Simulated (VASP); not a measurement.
# BeS (F-43m) in VASP: further runs

The runs below take BeS through single point, with revPBE.

Everything below comes from runs of VASP 6.6.1. Logs are shortened: lines on timing, memory, paths and dates and some standing lists are left out, and cuts for length are marked.

## 1. The cell of the first run

The structure is cubic, space group F-43m (No. 216). Conventional cell: a = 4.850 Å, b = 4.850 Å, c = 4.850 Å, α = 90.00°, β = 90.00°, γ = 90.00°. Be (site symmetry -43m) has 4 S at 2.10 Å within 2.8 Å. Within 2.8 Å of S (site symmetry -43m) lie 4 Be at 2.10 Å.

## 2. Single point, revPBE

Contents of INCAR:

```
  PREC = Accurate
  ENCUT = 600
  EDIFF = 1E-6
  ISMEAR = 0
  SIGMA = 0.05
  LREAL = False
  LASPH = True
  NELM = 120
  ALGO = Normal
  ISIF = 2
  LWAVE = False
  LCHARG = False
  GGA = RE
  NBANDS = 11
  GGA_COMPAT = False
```

Contents of KPOINTS:

```
regular mesh
0
Gamma
  8 8 8
```

Contents of POSCAR:

```
BeS
1.0
    0.0000000000      2.4249991143      2.4249991143
    2.4249991143      0.0000000000      2.4249991143
    2.4249991143      2.4249991143      0.0000000000
Be S
1 1
Direct
    0.0000000000      0.0000000000      0.0000000000
    0.7500000000      0.7500000000      0.7500000000
```

Potentials or basis: VASP PAW PBE potentials, release 64 (Be, S).

On the command line:

```bash
$ cat potpaw_PBE.64/Be/POTCAR potpaw_PBE.64/S/POTCAR > POTCAR
$ mpirun -np 1 vasp_std > vasp.out
```

OUTCAR:

```text
PREC = Accurate
   ENCUT = 600
   EDIFF = 1E-6
   ISMEAR = 0
   LREAL = False
   LASPH = True
   NELM = 120
   ISIF = 2
   GGA = RE

 ion  position               nearest neighbor table
   1  0.000  0.000  0.000-   2 2.10   2 2.10   2 2.10   2 2.10
   2  0.750  0.750  0.750-   1 2.10   1 2.10   1 2.10   1 2.10

  LATTYP: Found a face centered cubic cell.
 ALAT       =     4.8499982286

  Lattice vectors:

 A1 = (   0.0000000000,   2.4249991143,   2.4249991143)
 A2 = (   2.4249991143,   0.0000000000,   2.4249991143)
 A3 = (   2.4249991143,   2.4249991143,   0.0000000000)

Analysis of symmetry for initial positions (statically):
=====================================================================
 Subroutine PRICEL returns:
 Original cell was already a primitive cell.

 Routine SETGRP: Setting up the symmetry group for a
 face centered cubic supercell.

 Subroutine GETGRP returns: Found 24 space group operations
 (whereof 24 operations were pure point group operations)
 out of a pool of 48 trial point group operations.

The static configuration has the point symmetry T_d .

Analysis of symmetry for dynamics (positions and initial velocities):
=====================================================================
 Subroutine PRICEL returns:
 Original cell was already a primitive cell.

 Routine SETGRP: Setting up the symmetry group for a
 face centered cubic supercell.

 Subroutine GETGRP returns: Found 24 space group operations
 (whereof 24 operations were pure point group operations)
 out of a pool of 48 trial point group operations.

The dynamic configuration has the point symmetry T_d .

 Subroutine INISYM returns: Found 24 space group operations
 (whereof 24 operations are pure point group operations),
 and found     1 'primitive' translations

----------------------------------------------------------------------------------------

                                     Primitive cell

  volume of cell :      28.5210

  direct lattice vectors                    reciprocal lattice vectors
     0.000000000  2.424999114  2.424999114    -0.206185642  0.206185642  0.206185642
     2.424999114  0.000000000  2.424999114     0.206185642 -0.206185642  0.206185642
     2.424999114  2.424999114  0.000000000     0.206185642  0.206185642 -0.206185642

  length of vectors
     3.429466636  3.429466636  3.429466636     0.357124008  0.357124008  0.357124008

  position of ions in fractional coordinates (direct lattice)
     0.000000000  0.000000000  0.000000000
     0.750000000  0.750000000  0.750000000

  ion indices of the primitive-cell ions
   primitive index   ion index
                 1           1
                 2           2

----------------------------------------------------------------------------------------

 KPOINTS: regular mesh

Automatic generation of k-mesh.
 Grid dimensions read from file:
 generate k-points for:    8    8    8

 Generating k-lattice:

  Cartesian coordinates                     Fractional coordinates (reciprocal lattice)
    -0.025773205  0.025773205  0.025773205     0.125000000  0.000000000  0.000000000
     0.025773205 -0.025773205  0.025773205     0.000000000  0.125000000  0.000000000
     0.025773205  0.025773205 -0.025773205     0.000000000  0.000000000  0.125000000

  Length of vectors
     0.044640501  0.044640501  0.044640501

  Shift w.r.t. Gamma in fractional coordinates (k-lattice)
     0.000000000  0.000000000  0.000000000

 Subroutine IBZKPT returns following result:
 ===========================================

 Found     29 irreducible k-points:

 Following reciprocal coordinates:
            Coordinates               Weight
  0.000000  0.000000  0.000000      1.000000
  0.125000  0.000000  0.000000      8.000000
  0.250000  0.000000  0.000000      8.000000
  0.375000  0.000000  0.000000      8.000000
  0.500000  0.000000  0.000000      4.000000
  0.125000  0.125000  0.000000      6.000000
[... 16 lines left out ...]
  0.500000  0.250000  0.125000     48.000000
 -0.375000  0.250000  0.125000     24.000000
 [... further k-points ...]
   k-points           NKPTS =     29   k-points in BZ     NKDIM =     29   number of bands    NBANDS=     11
   number of dos      NEDOS =    301   number of ions     NIONS =      2
   total plane-waves  NPLWV =  21952
   dimension x,y,z NGX =    28 NGY =   28 NGZ =   28
   dimension x,y,z NGXF=    56 NGYF=   56 NGZF=   56
   ions per type =               1   1
   NGX,Y,Z   is equivalent  to a cutoff of  13.57, 13.57, 13.57 a.u.
   NGXF,Y,Z  is equivalent  to a cutoff of  27.15, 27.15, 27.15 a.u.
 SYSTEM =  unknown system
   PREC   = accura    normal or accurate (medium, high low for compatibility)
   ISTART =      0    job   : 0-new  1-cont  2-samecut
   ICHARG =      2    charge: 1-file 2-atom 10-const
   ISPIN  =      1    spin polarized calculation?
   LNONCOLLINEAR =      F non collinear calculations
   LSORBIT =      F    spin-orbit coupling
   LASPH  =      T    aspherical Exc in radial PAW
   ENCUT  =  600.0 eV  44.10 Ry    6.64 a.u.   6.85  6.85  6.85*2*pi/ulx,y,z
   NELM   =    120;   NELMIN=  2; NELMDL= -5     # of ELM steps
   EDIFF  = 0.1E-05   stopping-criterion for ELM
   LREAL  =      F    real-space projection
   EDIFFG = 0.1E-04   stopping-criterion for IOM
   NSW    =      0    number of steps for IOM
   IBRION =     -1    ionic relax: 0-MD 1-quasi-New 2-CG
   NFREE  =      0    steps in history (QN), initial steepest desc. (CG)
   ISIF   =      2    stress and relaxation
   ISYM   =      2    0-nonsym 1-usesym 2-fastsym
   POTIM  = 0.5000    time-step for ionic-motion
   TEBEG  =    0.0;   TEEND  =   0.0 temperature during run
   PSTRESS=    0.0 pullay stress
   NELECT =       8.0000    total number of electrons
   NUPDOWN=      -1.0000    fix difference up-down
   EMIN   =  10.00;   EMAX   =-10.00  energy-range for DOS
   EFERMI =   0.00;   METHOD = LEGACY
   ISMEAR =     0;   SIGMA  =   0.05  broadening in eV -4-tet -1-fermi 0-gaus
   EFERMI_NEDOS =   21; number of points for ismear=-14 and -15
   IALGO  =     38    algorithm
   IMIX   =      4    mixing-type and parameters
     AMIX     =   0.40;   BMIX     =  1.00
     AMIX_MAG =   1.60;   BMIX_MAG =  1.00
  volume/ion in A,a.u.               =      14.26        96.23
  Fermi-wavevector in a.u.,A,eV,Ry     =   1.071642  2.025111 15.625169  1.148418
  Thomas-Fermi vector in A             =   2.207389
   LORBIT       =      0    0 simple, 1 ext, 2 COOP (PROOUT), +10 PAW based schemes
   GGA     = RE    functional components
   LHFCALC =     F    Hartree Fock is set to
   AEXX    =    0.0000 exact exchange contribution
   IVDW    =     0    specifies the selected vdW correction
   LEPSILON=     F    determine dielectric tensor
   LRPA    =     F    only Hartree local field effects (RPA)
 non-spin polarized calculation
 Gauss-broadening in eV      SIGMA  =   0.05
  energy-cutoff  :      600.00
  volume of cell :       28.52
 maximum number of plane-waves:       961
   NGX = 13   NGY = 13   NGZ = 13

 number of electron       7.9999999 magnetization

 Free energy of the ion-electron system (eV)
  ---------------------------------------------------
  ext. energy  EPLUGINS =         0.00000000
  ---------------------------------------------------
  free energy    TOTEN  =        -9.48557690 eV

  energy without entropy =       -9.48557690  energy(sigma->0) =       -9.48557690

 E-fermi :   4.4876     XC(G=0):  -9.6411

 val. band max:        4.2341923392   @ k =   0.0000   0.0000   0.0000
 cond. band min:       7.4226545282   @ k =   0.5000   0.5000   0.0000
 fundamental gap:      3.1884621890
 Fermi energy:         4.4875874188

 k-point     1 :       0.0000    0.0000    0.0000
  band No.  band energies     occupation
      1      -9.4528      2.00000
      2       4.2342      2.00000
      3       4.2342      2.00000
      4       4.2342      2.00000
      5       9.9478      0.00000
      6       9.9478      0.00000
      7       9.9478      0.00000
      8      10.2277      0.00000
      9      17.0087      0.00000
     10      17.0087      0.00000
     11      19.2464      0.00000

 k-point     2 :       0.1250    0.0000    0.0000
  band No.  band energies     occupation
      1      -9.2756      2.00000
      2       3.0420      2.00000
      3       4.0365      2.00000
      4       4.0365      2.00000
      5       9.9119      0.00000
      6      10.3033      0.00000
      7      10.3033      0.00000
      8      11.4718      0.00000
      9      16.3432      0.00000
     10      16.3432      0.00000
     11      19.0957      0.00000

 k-point     3 :       0.2500    0.0000    0.0000
  band No.  band energies     occupation
      1      -8.7878      2.00000
      2       0.9459      2.00000
      3       3.6413      2.00000
      4       3.6413      2.00000
      5       9.8547      0.00000
      6      10.8462      0.00000
      7      10.8462      0.00000
      8      13.5904      0.00000
      9      16.1197      0.00000
     10      16.1197      0.00000
     11      18.6335      0.00000

 k-point     4 :       0.3750    0.0000    0.0000
  band No.  band energies     occupation
      1      -8.1684      2.00000
      2      -0.8101      2.00000
      3       3.3222      2.00000
      4       3.3222      2.00000
      5       9.7937      0.00000
      6      10.9098      0.00000
      7      10.9098      0.00000
      8      15.1294      0.00000
      9      17.4792      0.00000
     10      17.4792      0.00000
     11      18.7893      0.00000

 k-point     5 :       0.5000    0.0000    0.0000
  band No.  band energies     occupation
      1      -7.8459      2.00000
      2      -1.5304      2.00000
      3       3.2057      2.00000
      4       3.2057      2.00000
      5       9.7671      0.00000
      6      10.8335      0.00000
      7      10.8335      0.00000
      8      15.5670      0.00000
      9      19.1678      0.00000
     10      19.1678      0.00000
     11      19.5613      0.00000
[... 211 lines left out ...]
 k-point    21 :       0.5000    0.5000    0.0000
  band No.  band energies     occupation
      1      -7.3029      2.00000
      2      -0.7750      2.00000
      3       1.6060      2.00000
      4       1.6060      2.00000
      5       7.4227      0.00000
      6       9.1915      0.00000
      7      17.0897      0.00000
      8      17.0897      0.00000
      9      19.9051      0.00000
     10      20.5625      0.00000
     11      21.1466      0.00000

 k-point    22 :       0.3750    0.2500    0.1250
  band No.  band energies     occupation
      1      -8.3891      2.00000
      2       0.7124      2.00000
      3       2.0997      2.00000
      4       3.1211      2.00000
      5       9.8245      0.00000
      6      11.5737      0.00000
      7      11.7934      0.00000
      8      12.8437      0.00000
      9      15.8967      0.00000
     10      18.6824      0.00000
     11      20.3028      0.00000

 k-point    23 :       0.5000    0.2500    0.1250
  band No.  band energies     occupation
      1      -7.8443      2.00000
      2      -0.4454      2.00000
      3       1.5649      2.00000
      4       2.6519      2.00000
      5      10.2928      0.00000
      6      11.1088      0.00000
      7      12.7475      0.00000
      8      13.5763      0.00000
      9      16.9206      0.00000
     10      18.7228      0.00000
     11      20.7622      0.00000

 k-point    24 :      -0.3750    0.2500    0.1250
  band No.  band energies     occupation
      1      -7.5707      2.00000
      2      -0.9988      2.00000
      3       1.4698      2.00000
      4       2.4077      2.00000
      5      10.3908      0.00000
      6      10.8719      0.00000
      7      13.4071      0.00000
      8      14.8093      0.00000
      9      15.7570      0.00000
     10      19.5840      0.00000
     11      20.2908      0.00000

 [... further k-points ...]

------------------------ aborting loop because EDIFF is reached ----------------------------------------

  FORCE on cell =-STRESS in cart. coord.  units (eV):
  Direction    XX          YY          ZZ          XY          YZ          ZX
  --------------------------------------------------------------------------------------
  -------------------------------------------------------------------------------------
  Total        0.6065637      0.6065637      0.6065637      0.0000000      0.0000000     -0.0000000
  in kB       34.0739303     34.0739303     34.0739303      0.0000000      0.0000000     -0.0000000
  external PRESSURE =      34.0739303 kB  Pullay stress =       0.0000000 kB

 VOLUME and BASIS-vectors are now :
 -----------------------------------------------------------------------------
  energy-cutoff  :      600.00
  volume of cell :       28.52
      direct lattice vectors                 reciprocal lattice vectors
     0.000000000  2.424999114  2.424999114    -0.206185642  0.206185642  0.206185642
     2.424999114  0.000000000  2.424999114     0.206185642 -0.206185642  0.206185642
     2.424999114  2.424999114  0.000000000     0.206185642  0.206185642 -0.206185642

 POSITION                                       TOTAL-FORCE (eV/Angst)
 -----------------------------------------------------------------------------------
      0.00000      0.00000      0.00000         0.000000      0.000000      0.000000
      3.63750      3.63750      3.63750        -0.000000     -0.000000     -0.000000
 -----------------------------------------------------------------------------------
    total drift:                                0.000000      0.000000     -0.000000

  FREE ENERGIE OF THE ION-ELECTRON SYSTEM (eV)
  ---------------------------------------------------
  free  energy   TOTEN  =        -9.4855769042 eV

  energy  without entropy=       -9.4855769042  energy(sigma->0) =       -9.48557690
```

Run time: 21 s. Hardware: 1 thread of Intel Xeon 8259CL, shared host; peak memory 0.15 GiB.

What came out:

- Free energy: -9.4856 eV
- Pressure: 3.4 GPa
- Band gap on the k mesh: 3.19 eV, indirect (least direct gap 5.71 eV)

Caveat: the PAW data sets were made with another functional, which shifts forces and pressure a little.

## 3. Single point, revPBE

This run uses another cell than the first one, of 14.59 Å³/atom, 1.023 times its volume.

Edit INCAR of step 2 so:

```diff
@@ -11,4 +11,6 @@
   LWAVE = False
-  LCHARG = False
+  LCHARG = True
   GGA = RE
+  LELF = True
+  LVHAR = True
   NBANDS = 11
```

Contents of KPOINTS:

```
Automatic mesh
0
Gamma
  8 8 8
```

Contents of POSCAR:

```
BeS
1.0
    0.0000000000      2.4432744124      2.4432744124
    2.4432744124      0.0000000000      2.4432744124
    2.4432744124      2.4432744124      0.0000000000
Be S
1 1
Direct
    0.0000000000      0.0000000000      0.0000000000
    0.7500000000      0.7500000000      0.7500000000
```

Potentials or basis: VASP PAW PBE potentials, release 64 (Be, S).

On the command line:

```bash
$ cat potpaw_PBE.64/Be/POTCAR potpaw_PBE.64/S/POTCAR > POTCAR
$ mpirun -np 1 vasp_std > vasp.out
```

It took 20 s on 1 thread of Intel Xeon 8259CL, shared host; peak memory 0.15 GiB.

The run converged. Its results:

```
Free energy            : -9.4949 eV
Pressure               : 1.2 GPa
Band gap on the k mesh : 3.24 eV, indirect (least direct gap 5.72 eV)
```

Levels at points of the mesh, in eV from the valence-band top:
```tsv
k point	band 1	band 2	band 3	band 4	band 5	band 6	band 7	band 8	band 9
(0.00, 0.00, 0.00)	-13.54	0.00	0.00	0.00	5.72	5.72	5.72	5.80	12.73
(0.50, 0.00, 0.00)	-11.99	-5.62	-1.00	-1.00	5.45	6.60	6.60	11.23	14.83
(0.50, 0.50, 0.00)	-11.47	-4.89	-2.55	-2.55	3.24	4.98	12.67	12.67	15.38
```

Caveat: the PAW data sets were made with another functional, which shifts forces and pressure a little. Expect the measured gap to be larger: semilocal functionals such as revPBE lack the derivative discontinuity.
